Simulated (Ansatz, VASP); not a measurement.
Two plane-wave programs on CuCl

```
CELL_PARAMETERS angstrom
0.00000 2.67824 2.67824
2.67824 0.00000 2.67824
2.67824 2.67824 0.00000
ATOMIC_POSITIONS crystal
Cu 0.00000 0.00000 0.00000
Cl 0.75000 0.75000 0.75000
```

Alike in both runs: task single point; functional PBEsol; k mesh 12 × 12 × 12; occupations gaussian, width 0.05 eV; no spin polarisation; Hubbard terms Cu d U = 5.0 eV.

```csv
,VASP,Ansatz
version,VASP 6.6.1,Ansatz 0.2.0
potentials or method,"VASP PAW PBE potentials, release 64 (Cu_sv_GW, Cl), cutoff 820 eV","scalar-relativistic, plane waves, PAW"
valence electrons in the cell,26,26
```

```tsv
	VASP	Ansatz	Ansatz less VASP
pressure (GPa)	-1.3	-0.4	+0.96
```

VASP's potentials were made for PBE, not for PBEsol. The programs project onto different local orbitals, so the same U acts differently, and such runs can settle in different states.
